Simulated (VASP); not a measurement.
# Rh (Fm-3m) in VASP: single point with PBE

Aim: the single point of Rh with PBE.

All numbers are computed with VASP 6.6.1; they aren't measurements. Logs are shortened: lines on timing, memory, paths and dates and some standing lists are left out, and cuts for length are marked.

## (1) The cell of the first run

It takes space group Fm-3m (No. 225, cubic). The conventional cell has a = 3.803 Å, b = 3.803 Å, c = 3.803 Å, α = 90.00°, β = 90.00°, γ = 90.00°. Rh (site symmetry m-3m) has 12 Rh at 2.69 Å within 3.5 Å.

## (2) Single point, PBE

INCAR reads:

```
ALGO = Fast ; EDIFF = 1E-7
ENCUT = 520 ; GGA = PE
ISIF = 2 ; ISMEAR = 1
LASPH = T ; LCHARG = F
LREAL = F ; LWAVE = F
NBANDS = 14 ; NELM = 60
PREC = Accurate ; SIGMA = 0.02
```

KPOINTS reads:

```
k-points
0
Gamma
  22 22 22
```

POSCAR reads:

```
Rh
1.0
    0.0000000000      1.9015500000      1.9015500000
    1.9015500000      0.0000000000      1.9015500000
    1.9015500000      1.9015500000      0.0000000000
Rh
1
Direct
    0.0000000000      0.0000000000      0.0000000000
```

Potentials or basis: VASP PAW PBE potentials, release 64 (Rh_pv).

Run with:

```
> cat potpaw_PBE.64/Rh_pv/POTCAR > POTCAR
> mpirun -np 1 vasp_std > vasp.out
```

OUTCAR:

```text
EDIFF = 1E-7
   ENCUT = 520
   GGA = PE
   ISIF = 2
   ISMEAR = 1
   LASPH = T
   LREAL = F
   NELM = 60
   PREC = Accurate

 ion  position               nearest neighbor table
   1  0.000  0.000  0.000-

  LATTYP: Found a face centered cubic cell.
 ALAT       =     3.8031000000

  Lattice vectors:

 A1 = (   0.0000000000,   1.9015500000,   1.9015500000)
 A2 = (   1.9015500000,   0.0000000000,   1.9015500000)
 A3 = (   1.9015500000,   1.9015500000,   0.0000000000)

Analysis of symmetry for initial positions (statically):
=====================================================================
 Subroutine PRICEL returns:
 Original cell was already a primitive cell.

 Routine SETGRP: Setting up the symmetry group for a
 face centered cubic supercell.

 Subroutine GETGRP returns: Found 48 space group operations
 (whereof 48 operations were pure point group operations)
 out of a pool of 48 trial point group operations.

The static configuration has the point symmetry O_h .

Analysis of symmetry for dynamics (positions and initial velocities):
=====================================================================
 Subroutine PRICEL returns:
 Original cell was already a primitive cell.

 Routine SETGRP: Setting up the symmetry group for a
 face centered cubic supercell.

 Subroutine GETGRP returns: Found 48 space group operations
 (whereof 48 operations were pure point group operations)
 out of a pool of 48 trial point group operations.

The dynamic configuration has the point symmetry O_h .

 Subroutine INISYM returns: Found 48 space group operations
 (whereof 48 operations are pure point group operations),
 and found     1 'primitive' translations

----------------------------------------------------------------------------------------

                                     Primitive cell

  volume of cell :      13.7516

  direct lattice vectors                    reciprocal lattice vectors
     0.000000000  1.901550000  1.901550000    -0.262943388  0.262943388  0.262943388
     1.901550000  0.000000000  1.901550000     0.262943388 -0.262943388  0.262943388
     1.901550000  1.901550000  0.000000000     0.262943388  0.262943388 -0.262943388

  length of vectors
     2.689197800  2.689197800  2.689197800     0.455431308  0.455431308  0.455431308

  position of ions in fractional coordinates (direct lattice)
     0.000000000  0.000000000  0.000000000

  ion indices of the primitive-cell ions
   primitive index   ion index
                 1           1

----------------------------------------------------------------------------------------

 KPOINTS: k-points

Automatic generation of k-mesh.
 Grid dimensions read from file:
 generate k-points for:   22   22   22

 Generating k-lattice:

  Cartesian coordinates                     Fractional coordinates (reciprocal lattice)
    -0.011951972  0.011951972  0.011951972     0.045454545  0.000000000  0.000000000
     0.011951972 -0.011951972  0.011951972     0.000000000  0.045454545  0.000000000
     0.011951972  0.011951972 -0.011951972     0.000000000  0.000000000  0.045454545

  Length of vectors
     0.020701423  0.020701423  0.020701423

  Shift w.r.t. Gamma in fractional coordinates (k-lattice)
     0.000000000  0.000000000  0.000000000

 Subroutine IBZKPT returns following result:
 ===========================================

 Found    328 irreducible k-points:

 Following reciprocal coordinates:
            Coordinates               Weight
  0.000000  0.000000  0.000000      1.000000
  0.045455  0.000000  0.000000      8.000000
  0.090909  0.000000  0.000000      8.000000
  0.136364  0.000000  0.000000      8.000000
  0.181818  0.000000  0.000000      8.000000
  0.227273  0.000000  0.000000      8.000000
[... 16 lines left out ...]
  0.500000  0.045455  0.000000     24.000000
 -0.454545  0.045455  0.000000     24.000000
 [... further k-points ...]
   k-points           NKPTS =    328   k-points in BZ     NKDIM =    328   number of bands    NBANDS=     14
   number of dos      NEDOS =    301   number of ions     NIONS =      1
   total plane-waves  NPLWV =   8000
   dimension x,y,z NGX =    20 NGY =   20 NGZ =   20
   dimension x,y,z NGXF=    40 NGYF=   40 NGZF=   40
   ions per type =               1
   NGX,Y,Z   is equivalent  to a cutoff of  12.36, 12.36, 12.36 a.u.
   NGXF,Y,Z  is equivalent  to a cutoff of  24.73, 24.73, 24.73 a.u.
 SYSTEM =  unknown system
   PREC   = accura    normal or accurate (medium, high low for compatibility)
   ISTART =      0    job   : 0-new  1-cont  2-samecut
   ICHARG =      2    charge: 1-file 2-atom 10-const
   ISPIN  =      1    spin polarized calculation?
   LNONCOLLINEAR =      F non collinear calculations
   LSORBIT =      F    spin-orbit coupling
   LASPH  =      T    aspherical Exc in radial PAW
   ENCUT  =  520.0 eV  38.22 Ry    6.18 a.u.   5.00  5.00  5.00*2*pi/ulx,y,z
   NELM   =     60;   NELMIN=  2; NELMDL= -5     # of ELM steps
   EDIFF  = 0.1E-06   stopping-criterion for ELM
   LREAL  =      F    real-space projection
   EDIFFG = 0.1E-05   stopping-criterion for IOM
   NSW    =      0    number of steps for IOM
   IBRION =     -1    ionic relax: 0-MD 1-quasi-New 2-CG
   NFREE  =      0    steps in history (QN), initial steepest desc. (CG)
   ISIF   =      2    stress and relaxation
   ISYM   =      2    0-nonsym 1-usesym 2-fastsym
   POTIM  = 0.5000    time-step for ionic-motion
   TEBEG  =    0.0;   TEEND  =   0.0 temperature during run
   PSTRESS=    0.0 pullay stress
   NELECT =      15.0000    total number of electrons
   NUPDOWN=      -1.0000    fix difference up-down
   EMIN   =  10.00;   EMAX   =-10.00  energy-range for DOS
   EFERMI =   0.00;   METHOD = LEGACY
   ISMEAR =     1;   SIGMA  =   0.02  broadening in eV -4-tet -1-fermi 0-gaus
   EFERMI_NEDOS =   21; number of points for ismear=-14 and -15
   IALGO  =     68    algorithm
   IMIX   =      4    mixing-type and parameters
     AMIX     =   0.40;   BMIX     =  1.00
     AMIX_MAG =   1.60;   BMIX_MAG =  1.00
  volume/ion in A,a.u.               =      13.75        92.80
  Fermi-wavevector in a.u.,A,eV,Ry     =   1.685211  3.184586 38.639656  2.839935
  Thomas-Fermi vector in A             =   2.768095
   LORBIT       =      0    0 simple, 1 ext, 2 COOP (PROOUT), +10 PAW based schemes
   GGA     = PE    functional components
   LHFCALC =     F    Hartree Fock is set to
   AEXX    =    0.0000 exact exchange contribution
   IVDW    =     0    specifies the selected vdW correction
   LEPSILON=     F    determine dielectric tensor
   LRPA    =     F    only Hartree local field effects (RPA)
 non-spin polarized calculation
 RMM-DIIS sequential band-by-band and
 Methfessel and Paxton  Order N= 1 SIGMA  =   0.02
  energy-cutoff  :      520.00
  volume of cell :       13.75
 maximum number of plane-waves:       388
   NGX =  9   NGY =  9   NGZ =  9

 number of electron      15.0000007 magnetization

 Free energy of the ion-electron system (eV)
  ---------------------------------------------------
  ext. energy  EPLUGINS =         0.00000000
  ---------------------------------------------------
  free energy    TOTEN  =        -7.25276576 eV

  energy without entropy =       -7.25273676  energy(sigma->0) =       -7.25275610

 E-fermi :  11.8861     XC(G=0): -14.0309

 val. band max:       11.8816707437   @ k =   0.3182   0.2727   0.0455
 cond. band min:      11.8861590975   @ k =   0.3182   0.1818   0.0455
 fundamental gap:      0.0044883538
 Fermi energy:        11.8861217073

 k-point     1 :       0.0000    0.0000    0.0000
  band No.  band energies     occupation
      1     -34.4832      2.00000
      2     -34.4832      2.00000
      3     -34.4832      2.00000
      4       3.9425      2.00000
      5       8.8214      2.00000
      6       8.8214      2.00000
      7       8.8214      2.00000
      8      10.9055      2.00000
      9      10.9055      2.00000
     10      27.8970      0.00000
     11      32.4255      0.00000
     12      33.3559      0.00000
     13      33.3559      0.00000
     14      33.3559      0.00000

 k-point     2 :       0.0455    0.0000    0.0000
  band No.  band energies     occupation
      1     -34.4986      2.00000
      2     -34.4853      2.00000
      3     -34.4853      2.00000
      4       4.0262      2.00000
      5       8.7838      2.00000
      6       8.8545      2.00000
      7       8.8545      2.00000
      8      10.8866      2.00000
      9      10.8866      2.00000
     10      28.0193      0.00000
     11      32.4245      0.00000
     12      32.8664      0.00000
     13      33.4780      0.00000
     14      33.4780      0.00000

 k-point     3 :       0.0909    0.0000    0.0000
  band No.  band energies     occupation
      1     -34.5432      2.00000
      2     -34.4913      2.00000
      3     -34.4913      2.00000
      4       4.2704      2.00000
      5       8.6831      2.00000
      6       8.9454      2.00000
      7       8.9454      2.00000
      8      10.8403      2.00000
      9      10.8403      2.00000
     10      28.3601      0.00000
     11      31.7597      0.00000
     12      32.4272      0.00000
     13      33.8364      0.00000
     14      33.8364      0.00000
[... 324 lines left out ...]
 k-point    23 :       0.5000    0.0455    0.0000
  band No.  band energies     occupation
      1     -35.2080      2.00000
      2     -34.5938      2.00000
      3     -34.5879      2.00000
      4       5.8462      2.00000
      5       8.6868      2.00000
      6       8.8021      2.00000
      7      11.6630      2.00000
      8      12.4708      0.00000
      9      13.4308      0.00000
     10      20.5686      0.00000
     11      27.5176      0.00000
     12      32.4250      0.00000
     13      33.0084      0.00000
     14      33.0632      0.00000

 k-point    24 :      -0.4545    0.0455    0.0000
  band No.  band energies     occupation
      1     -35.2032      2.00000
      2     -34.5958      2.00000
      3     -34.5845      2.00000
      4       5.8536      2.00000
      5       8.7025      2.00000
      6       8.8014      2.00000
      7      11.6446      2.00000
      8      12.3746      0.00000
      9      13.3828      0.00000
     10      20.7111      0.00000
     11      27.5480      0.00000
     12      32.4248      0.00000
     13      32.8715      0.00000
     14      33.3303      0.00000

 [... further k-points ...]
[... 5 lines left out ...]
  --------------------------------------------------------------------------------------
  -------------------------------------------------------------------------------------
  Total        0.4907837      0.4907837      0.4907837      0.0000000      0.0000000      0.0000000
  in kB       57.1804359     57.1804359     57.1804359      0.0000000      0.0000000      0.0000000
  external PRESSURE =      57.1804359 kB  Pullay stress =       0.0000000 kB

 VOLUME and BASIS-vectors are now :
 -----------------------------------------------------------------------------
  energy-cutoff  :      520.00
  volume of cell :       13.75
      direct lattice vectors                 reciprocal lattice vectors
     0.000000000  1.901550000  1.901550000    -0.262943388  0.262943388  0.262943388
     1.901550000  0.000000000  1.901550000     0.262943388 -0.262943388  0.262943388
     1.901550000  1.901550000  0.000000000     0.262943388  0.262943388 -0.262943388

 POSITION                                       TOTAL-FORCE (eV/Angst)
 -----------------------------------------------------------------------------------
      0.00000      0.00000      0.00000        -0.000000     -0.000000     -0.000000
 -----------------------------------------------------------------------------------
    total drift:                                0.000000     -0.000000      0.000000

  FREE ENERGIE OF THE ION-ELECTRON SYSTEM (eV)
  ---------------------------------------------------
  free  energy   TOTEN  =        -7.2527657631 eV

  energy  without entropy=       -7.2527367594  energy(sigma->0) =       -7.25275610
```

Wall time 22 s (1 thread of Intel Xeon 6975P-C (Granite Rapids), shared host); peak memory 0.17 GiB.

What came out:

```
Free energy : -7.2528 eV
Pressure    : 5.7 GPa
```

Levels at points of the mesh, in eV from the Fermi level:
```
           k point  band 3  band 4  band 5  band 6  band 7  band 8  band 9  band 10  band 11  band 12
(0.00, 0.00, 0.00)  -46.37   -7.94   -3.06   -3.06   -3.06   -0.98   -0.98    16.01    20.54    21.47
(0.50, 0.00, 0.00)  -46.47   -6.10   -3.14   -3.14    0.58    0.58    0.75     8.65    15.52    20.54
(0.50, 0.50, 0.00)  -46.64   -6.30   -5.93    0.55    1.00    1.00    3.28    12.28    13.34    13.34
```
